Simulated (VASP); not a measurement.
# K in VASP: settings compared, part 2 of 2

VASP 6.6.1. Earlier steps stand in the parts before.

### 4 Single point, LDA

Input file INCAR:

```
SYSTEM = K
PREC = Accurate
ENCUT = 520
EDIFF = 1E-7
ISMEAR = 0
SIGMA = 0.1
LREAL = .False.
LASPH = .True.
NELM = 100
ALGO = Fast
ISIF = 2
LWAVE = .False.
LCHARG = .False.
GGA = CA
NBANDS = 10
```

Input file KPOINTS:

```
regular mesh
0
Gamma
  6 6 6
  0 0 0
```

Input file POSCAR:

```
K
1.0
   -2.6975585167      2.6975585167      2.6975585167
    2.6975585167     -2.6975585167      2.6975585167
    2.6975585167      2.6975585167     -2.6975585167
K
1
Direct
    0.0000000000      0.0000000000      0.0000000000
```

Potentials or basis: VASP PAW LDA potentials, release 64 (K_sv).

Command:

```
$ cat potpaw_LDA.64/K_sv/POTCAR > POTCAR
$ mpirun -np 1 vasp_std > vasp.out
```

OUTCAR:

```text
SYSTEM = K
   PREC = Accurate
   ENCUT = 520
   EDIFF = 1E-7
   ISMEAR = 0
   LREAL = .False.
   LASPH = .True.
   NELM = 100
   ISIF = 2
   GGA = CA

 ion  position               nearest neighbor table
   1  0.000  0.000  0.000-

  LATTYP: Found a body centered cubic cell.
 ALAT       =     5.3951170334

  Lattice vectors:

 A1 = (  -2.6975585167,   2.6975585167,   2.6975585167)
 A2 = (   2.6975585167,  -2.6975585167,   2.6975585167)
 A3 = (   2.6975585167,   2.6975585167,  -2.6975585167)

Analysis of symmetry for initial positions (statically):
=====================================================================
 Subroutine PRICEL returns:
 Original cell was already a primitive cell.

 Routine SETGRP: Setting up the symmetry group for a
 body centered cubic supercell.

 Subroutine GETGRP returns: Found 48 space group operations
 (whereof 48 operations were pure point group operations)
 out of a pool of 48 trial point group operations.

The static configuration has the point symmetry O_h .
[... 154 lines left out ...]
 cond. band min:      -0.4074817963   @ k =   0.3333   0.1667   0.0000
 fundamental gap:      0.2682586419
 Fermi energy:        -0.4186023287

 k-point     1 :       0.0000    0.0000    0.0000
  band No.  band energies     occupation
      1     -32.3053      2.00000
      2     -15.9889      2.00000
      3     -15.9889      2.00000
      4     -15.9889      2.00000
      5      -2.5114      2.00000
      6       3.6540      0.00000
      7       3.6540      0.00000
      8       3.6540      0.00000
      9       4.5472      0.00000
     10       4.5472      0.00000
[... 183 lines left out ...]
 k-point    16 :       0.5000    0.5000    0.5000
  band No.  band energies     occupation
      1     -32.2995      2.00000
      2     -16.0296      2.00000
      3     -16.0296      2.00000
      4     -16.0296      2.00000
      5       1.2708      0.00000
      6       1.2708      0.00000
      7       2.8517      0.00000
      8       2.8517      0.00000
      9       2.8517      0.00000
     10       4.4932      0.00000

------------------------ aborting loop because EDIFF is reached ----------------------------------------

  FORCE on cell =-STRESS in cart. coord.  units (eV):
  Direction    XX          YY          ZZ          XY          YZ          ZX
  --------------------------------------------------------------------------------------
  -------------------------------------------------------------------------------------
  Total       -0.2952002     -0.2952002     -0.2952002      0.0000000      0.0000000      0.0000000
  in kB       -6.0235784     -6.0235784     -6.0235784      0.0000000      0.0000000      0.0000000
  external PRESSURE =      -6.0235784 kB  Pullay stress =       0.0000000 kB

 VOLUME and BASIS-vectors are now :
 -----------------------------------------------------------------------------
  energy-cutoff  :      520.00
  volume of cell :       78.52
      direct lattice vectors                 reciprocal lattice vectors
    -2.697558517  2.697558517  2.697558517     0.000000000  0.185352791  0.185352791
     2.697558517 -2.697558517  2.697558517     0.185352791  0.000000000  0.185352791
     2.697558517  2.697558517 -2.697558517     0.185352791  0.185352791  0.000000000

 POSITION                                       TOTAL-FORCE (eV/Angst)
 -----------------------------------------------------------------------------------
      0.00000      0.00000      0.00000        -0.000000     -0.000000      0.000000
 -----------------------------------------------------------------------------------
    total drift:                               -0.000000      0.000000      0.000000

  FREE ENERGIE OF THE ION-ELECTRON SYSTEM (eV)
  ---------------------------------------------------
  free  energy   TOTEN  =        -1.1186472404 eV

  energy  without entropy=       -1.1062601689  energy(sigma->0) =       -1.11245370
```

OSZICAR:

```text
N       E                     dE             d eps       ncg     rms          rms(c)
DAV:   1     0.432718999625E+02    0.43272E+02   -0.34249E+03   320   0.665E+02
DAV:   2     0.414496109820E+00   -0.42857E+02   -0.42152E+02   338   0.201E+02
DAV:   3    -0.108948864878E+01   -0.15040E+01   -0.14842E+01   502   0.262E+01
DAV:   4    -0.111855424040E+01   -0.29066E-01   -0.29054E-01   450   0.381E+00
DAV:   5    -0.111925245937E+01   -0.69822E-03   -0.69807E-03   500   0.391E-01    0.195E+00
RMM:   6    -0.111869503450E+01    0.55742E-03   -0.87169E-04   420   0.194E-01    0.122E+00
RMM:   7    -0.111856495545E+01    0.13008E-03   -0.22733E-03   454   0.309E-01    0.664E-02
RMM:   8    -0.111862456020E+01   -0.59605E-04   -0.37696E-04   497   0.135E-01    0.244E-02
RMM:   9    -0.111864454507E+01   -0.19985E-04   -0.63250E-05   498   0.617E-02    0.118E-02
RMM:  10    -0.111864666239E+01   -0.21173E-05   -0.32364E-05   519   0.299E-02    0.518E-03
RMM:  11    -0.111864703381E+01   -0.37142E-06   -0.43883E-06   555   0.117E-02    0.372E-03
RMM:  12    -0.111864717981E+01   -0.14599E-06   -0.22278E-06   502   0.662E-03    0.334E-03
RMM:  13    -0.111864724045E+01   -0.60641E-07   -0.53460E-07   452   0.401E-03
   1 F= -.11186472E+01 E0= -.11124537E+01  d E =-.123871E-01
```

It took 6 s on 1 thread of Intel Xeon 6975P-C, shared host; peak memory 0.16 GiB.

Results:

| Item | Value |
| --- | --- |
| Free energy | -1.1186 eV |
| Pressure | -0.6 GPa |

Levels at points of the mesh, in eV from the Fermi level:
| k point | band 1 | band 2 | band 3 | band 4 | band 5 | band 6 | band 7 | band 8 |
| --- | --- | --- | --- | --- | --- | --- | --- | --- |
| (0.00, 0.00, 0.00) | -31.89 | -15.57 | -15.57 | -15.57 | -2.09 | 4.07 | 4.07 | 4.07 |
| (0.50, 0.00, 0.00) | -31.88 | -15.63 | -15.59 | -15.57 | 0.39 | 0.68 | 3.04 | 4.56 |
| (0.50, 0.50, 0.50) | -31.88 | -15.61 | -15.61 | -15.61 | 1.69 | 1.69 | 3.27 | 3.27 |

### 5 The runs side by side

| task | level | potentials or basis | cell | k mesh | cutoff (eV) | smearing | gap on the mesh (eV) | pressure (GPa) |
| --- | --- | --- | --- | --- | --- | --- | --- | --- |
| relaxation of cell and atoms | PBEsol | VASP PAW PBE potentials, release 64 (K_sv) | relaxed to 20 GPa from a = 4.672 Å, angles 109.5°, 1 atom | 7 × 7 × 7 | 600 | fermi-dirac 0.05 eV | none | 20.0 |
| single point | PBE | VASP PAW PBE potentials, release 64 (K_sv) | a = 4.688 Å, angles 109.7, 109.7, 108.9°, 1 atom | 7 × 7 × 7 | 520 | fermi-dirac 0.05 eV | none | -0.2 |
| single point | LDA | VASP PAW LDA potentials, release 64 (K_sv) | a = 4.672 Å, angles 109.5°, 1 atom | 6 × 6 × 6 | 520 | gaussian 0.1 eV | none | -0.6 |

Alike in all rows: no spin polarisation.

Caveats: the cell is relaxed towards a set pressure, so the enthalpy falls and the energy may rise (some runs); the PAW data sets were made with another functional, which shifts forces and pressure a little (some runs).

Absolute energies hang on the potentials; compare differences alone.
